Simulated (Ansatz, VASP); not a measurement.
One calculation of K2S, two programs

```
K S
1.0
     0.00000    3.73063    3.73063
     3.73063    0.00000    3.73063
     3.73063    3.73063    0.00000
K S
2 1
Direct
  0.25000 0.25000 0.25000
  0.75000 0.75000 0.75000
  0.00000 0.00000 0.00000
```

Alike in both runs: task single point; functional PBE; k mesh 6 × 6 × 6; no spin polarisation.

|  | VASP | Ansatz |
| --- | --- | --- |
| version | VASP 6.6.1 | Ansatz 0.2.0 |
| potentials or method | VASP PAW PBE potentials, release 64 (K_sv, S) | plane waves, PAW |
| plane-wave cutoff (eV) | 500 | 420 |
| occupations | gaussian, width 0.01 eV | fixed |
| valence electrons in the cell | 24 | 24 |

|  | VASP | Ansatz | Ansatz less VASP |
| --- | --- | --- | --- |
| gap on the k mesh at the Fermi level (eV) | 2.32 | 2.32 | +0.002 |
| pressure (GPa) | 0.0 | 0.0 | -0.03 |
